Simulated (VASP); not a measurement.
# Cl2 in VASP: further runs

The runs below take Cl2 through single point, relaxation of the atoms, with PBE.

Everything below comes from runs of VASP 6.6.1. Logs are shortened: lines on timing, memory, paths and dates and some standing lists are left out, and cuts for length are marked.

### Step 1. The cell of the first run

The cell holds a molecule in a box, 2 atoms: a = 13.000 Å, b = 13.300 Å, c = 13.600 Å, α = 90.00°, β = 90.00°, γ = 90.00°.

### Step 2. Single point, PBE

The input, INCAR:

```
SYSTEM = Cl
  PREC = Accurate
  ENCUT = 520
  EDIFF = 1E-6
  ISMEAR = 0
  SIGMA = 0.01
  LREAL = .False.
  LASPH = .True.
  NELM = 80
  ALGO = Normal
  ISIF = 2
  LWAVE = .False.
  LCHARG = .False.
  GGA = PE
  NBANDS = 14
```

The input, KPOINTS:

```
Automatic mesh
0
Gamma
  1 1 1
  0 0 0
```

The input, POSCAR:

```
Cl
1.0
   13.0000000000      0.0000000000      0.0000000000
    0.0000000000     13.3000000000      0.0000000000
    0.0000000000      0.0000000000     13.6000000000
Cl
2
Direct
    0.4229262329      0.5000000000      0.5000000000
    0.5770737671      0.5000000000      0.5000000000
```

Potentials or basis: VASP PAW PBE potentials, release 64 (Cl).

The run is started by

```sh
$ cat potpaw_PBE.64/Cl/POTCAR > POTCAR
$ mpirun -np 1 vasp_gam > vasp.out
```

OUTCAR:

```text
SYSTEM = Cl
   PREC = Accurate
   ENCUT = 520
   EDIFF = 1E-6
   ISMEAR = 0
   LREAL = .False.
   LASPH = .True.
   NELM = 80
   ISIF = 2
   GGA = PE

 ion  position               nearest neighbor table
   1  0.423  0.500  0.500-   2 2.00
   2  0.577  0.500  0.500-   1 2.00

  LATTYP: Found a simple orthorhombic cell.
 ALAT       =    13.0000000000
 B/A-ratio  =     1.0230769231
 C/A-ratio  =     1.0461538462

  Lattice vectors:

 A1 = (  13.0000000000,   0.0000000000,   0.0000000000)
 A2 = (   0.0000000000,  13.3000000000,   0.0000000000)
 A3 = (   0.0000000000,   0.0000000000,  13.6000000000)

Analysis of symmetry for initial positions (statically):
=====================================================================
 Subroutine PRICEL returns:
 Original cell was already a primitive cell.

 Routine SETGRP: Setting up the symmetry group for a
 simple orthorhombic supercell.

 Subroutine GETGRP returns: Found  8 space group operations
 (whereof  8 operations were pure point group operations)
 out of a pool of  8 trial point group operations.

The static configuration has the point symmetry D_2h.

Analysis of symmetry for dynamics (positions and initial velocities):
=====================================================================
 Subroutine PRICEL returns:
 Original cell was already a primitive cell.

 Routine SETGRP: Setting up the symmetry group for a
 simple orthorhombic supercell.

 Subroutine GETGRP returns: Found  8 space group operations
 (whereof  8 operations were pure point group operations)
 out of a pool of  8 trial point group operations.

The dynamic configuration has the point symmetry D_2h.

 Subroutine INISYM returns: Found  8 space group operations
 (whereof  8 operations are pure point group operations),
 and found     1 'primitive' translations

----------------------------------------------------------------------------------------

                                     Primitive cell

  volume of cell :    2351.4400

  direct lattice vectors                    reciprocal lattice vectors
    13.000000000  0.000000000  0.000000000     0.076923077  0.000000000  0.000000000
     0.000000000 13.300000000  0.000000000     0.000000000  0.075187970  0.000000000
     0.000000000  0.000000000 13.600000000     0.000000000  0.000000000  0.073529412

  length of vectors
    13.000000000 13.300000000 13.600000000     0.076923077  0.075187970  0.073529412

  position of ions in fractional coordinates (direct lattice)
[... 49 lines left out ...]
   ISPIN  =      1    spin polarized calculation?
   LNONCOLLINEAR =      F non collinear calculations
   LSORBIT =      F    spin-orbit coupling
   LASPH  =      T    aspherical Exc in radial PAW
   ENCUT  =  520.0 eV  38.22 Ry    6.18 a.u.  24.17 24.73 25.29*2*pi/ulx,y,z
   NELM   =     80;   NELMIN=  2; NELMDL= -5     # of ELM steps
   EDIFF  = 0.1E-05   stopping-criterion for ELM
   LREAL  =      F    real-space projection
[... 7 lines left out ...]
   TEBEG  =    0.0;   TEEND  =   0.0 temperature during run
   PSTRESS=    0.0 pullay stress
   NELECT =      14.0000    total number of electrons
   NUPDOWN=      -1.0000    fix difference up-down
   EMIN   =  10.00;   EMAX   =-10.00  energy-range for DOS
   EFERMI =   0.00;   METHOD = LEGACY
   ISMEAR =     0;   SIGMA  =   0.01  broadening in eV -4-tet -1-fermi 0-gaus
   EFERMI_NEDOS =   21; number of points for ismear=-14 and -15
   IALGO  =     38    algorithm
   IMIX   =      4    mixing-type and parameters
     AMIX     =   0.40;   BMIX     =  1.00
     AMIX_MAG =   1.60;   BMIX_MAG =  1.00
  volume/ion in A,a.u.               =    1175.72      7934.15
  Fermi-wavevector in a.u.,A,eV,Ry     =   0.296715  0.560710  1.197854  0.088040
  Thomas-Fermi vector in A             =   1.161512
   LORBIT       =      0    0 simple, 1 ext, 2 COOP (PROOUT), +10 PAW based schemes
   GGA     = PE    functional components
   LHFCALC =     F    Hartree Fock is set to
   AEXX    =    0.0000 exact exchange contribution
   IVDW    =     0    specifies the selected vdW correction
   LEPSILON=     F    determine dielectric tensor
   LRPA    =     F    only Hartree local field effects (RPA)
 non-spin polarized calculation
 Gauss-broadening in eV      SIGMA  =   0.01
  energy-cutoff  :      520.00
  volume of cell :     2351.44
 maximum number of plane-waves:     31662
 NGX is ok and might be reduce to    98
   NGX = 49   NGY = 49   NGZ = 51

 number of electron      13.9999997 magnetization

 Free energy of the ion-electron system (eV)
  ---------------------------------------------------
  ext. energy  EPLUGINS =         0.00000000
  ---------------------------------------------------
  free energy    TOTEN  =        -3.59686243 eV

  energy without entropy =       -3.59686243  energy(sigma->0) =       -3.59686243

 E-fermi :  -7.0919     XC(G=0):  -0.4265

 val. band max:       -7.1700772083   @ k =   0.0000   0.0000   0.0000
 cond. band min:      -4.1738017312   @ k =   0.0000   0.0000   0.0000
 fundamental gap:      2.9962754771
 Fermi energy:        -7.0918827179

 k-point     1 :       0.0000    0.0000    0.0000
  band No.  band energies     occupation
      1     -23.3198      2.00000
      2     -19.1686      2.00000
      3     -11.7988      2.00000
      4      -9.7787      2.00000
      5      -9.7787      2.00000
      6      -7.1701      2.00000
      7      -7.1701      2.00000
      8      -4.1738      0.00000
      9      -0.3387      0.00000
     10       0.5043      0.00000
     11       0.6405      0.00000
     12       0.6576      0.00000
     13       0.6669      0.00000
     14       0.7841      0.00000

------------------------ aborting loop because EDIFF is reached ----------------------------------------

  FORCE on cell =-STRESS in cart. coord.  units (eV):
  Direction    XX          YY          ZZ          XY          YZ          ZX
  --------------------------------------------------------------------------------------
  -------------------------------------------------------------------------------------
  Total       -0.3988448     -0.0214712     -0.0213529      0.0000000      0.0000000      0.0000000
  in kB       -0.2717569     -0.0146296     -0.0145490      0.0000000      0.0000000      0.0000000
  external PRESSURE =      -0.1003119 kB  Pullay stress =       0.0000000 kB

 VOLUME and BASIS-vectors are now :
 -----------------------------------------------------------------------------
  energy-cutoff  :      520.00
  volume of cell :     2351.44
      direct lattice vectors                 reciprocal lattice vectors
    13.000000000  0.000000000  0.000000000     0.076923077  0.000000000  0.000000000
     0.000000000 13.300000000  0.000000000     0.000000000  0.075187970  0.000000000
     0.000000000  0.000000000 13.600000000     0.000000000  0.000000000  0.073529412

 POSITION                                       TOTAL-FORCE (eV/Angst)
 -----------------------------------------------------------------------------------
      5.49804      6.65000      6.80000         0.187590      0.000000      0.000000
      7.50196      6.65000      6.80000        -0.187590      0.000000     -0.000000
 -----------------------------------------------------------------------------------
    total drift:                                0.000000      0.000000      0.000000

  FREE ENERGIE OF THE ION-ELECTRON SYSTEM (eV)
  ---------------------------------------------------
  free  energy   TOTEN  =        -3.5968624298 eV

  energy  without entropy=       -3.5968624298  energy(sigma->0) =       -3.59686243
```

stdout:

```text
POSCAR found type information on POSCAR Cl
 POSCAR found :  1 types and       2 ions
 scaLAPACK will be used
 LDA part: xc-table for (Slater+PW92), standard interpolation
 POSCAR, INCAR and KPOINTS ok, starting setup
 FFT: planning ... GRIDC
 FFT: planning ... GRID_SOFT
 FFT: planning ... GRID
 WAVECAR not read
 entering main loop
```

Run time: 2 min. Hardware: 1 thread of Intel Xeon 6975P-C (Granite Rapids), shared host; peak memory 1.4 GiB.

Results:

* Free energy: -3.5969 eV
* Largest force: 0.188 eV/Å
* Gap between the frontier levels: 3.00 eV

Forces on the atoms (eV/Å):
```
Cl   0.188  0.000  0.000
Cl  -0.188  0.000  0.000
```

Levels at points of the mesh, in eV from the valence-band top:
```
           k point  band 3  band 4  band 5  band 6  band 7  band 8  band 9  band 10  band 11  band 12
(0.00, 0.00, 0.00)   -4.63   -2.61   -2.61    0.00    0.00    3.00    6.83     7.67     7.81     7.83
```

### Step 3. Relaxation of the atoms, PBE

The input, INCAR:

```
SYSTEM = Cl
ALGO = Normal ; EDIFF = 1E-7
EDIFFG = -0.005 ; ENCUT = 520
GGA = PE ; IBRION = 2
ISIF = 2 ; ISMEAR = 0
LASPH = .TRUE. ; LCHARG = .FALSE.
LREAL = .FALSE. ; LWAVE = .FALSE.
NELM = 60 ; NSW = 60
PREC = Accurate ; SIGMA = 0.01
```

The input, KPOINTS:

```
k-points
0
G
  1 1 1
  0 0 0
```

The input, POSCAR:

```
Cl
1.0
   13.0000000000      0.0000000000      0.0000000000
    0.0000000000     13.3000000000      0.0000000000
    0.0000000000      0.0000000000     13.6000000000
Cl
2
Direct
    0.4226923077      0.5000000000      0.5000000000
    0.5773076923      0.5000000000      0.5000000000
```

Potentials or basis: VASP PAW PBE potentials, release 64 (Cl).

The run is started by

```sh
$ cat potpaw_PBE.64/Cl/POTCAR > POTCAR
$ mpirun -np 1 vasp_gam > vasp.out
```

Run time: 5.3 min. Hardware: 1 thread of Intel Xeon 6975P-C (Granite Rapids), shared host; peak memory 1.4 GiB.

Results (log left out):

- Free energy: -3.5978 eV
- Energy gained by relaxing: 1.2 meV/atom
- Ionic steps: 3
- Gap between the frontier levels: 3.06 eV

The path:
```csv
step,energy change (eV),largest force (eV/Å),pressure (GPa)
1,0.0000,0.2949,-0.01
2,-0.0010,0.2349,0.01
3,-0.0024,0.0005,0.00
```

Final structure:
```
CELL_PARAMETERS angstrom
13.00000 0.00000 0.00000
0.00000 13.30000 0.00000
0.00000 0.00000 13.60000
ATOMIC_POSITIONS crystal
Cl 0.42332 0.50000 0.50000
Cl 0.57668 0.50000 0.50000
```

Levels at points of the mesh, in eV from the valence-band top:
```tsv
k point	band 3	band 4	band 5	band 6	band 7	band 8	band 9	band 10	band 11
(0.00, 0.00, 0.00)	-4.67	-2.66	-2.66	0.00	0.00	3.06	6.81	7.66	7.78
```
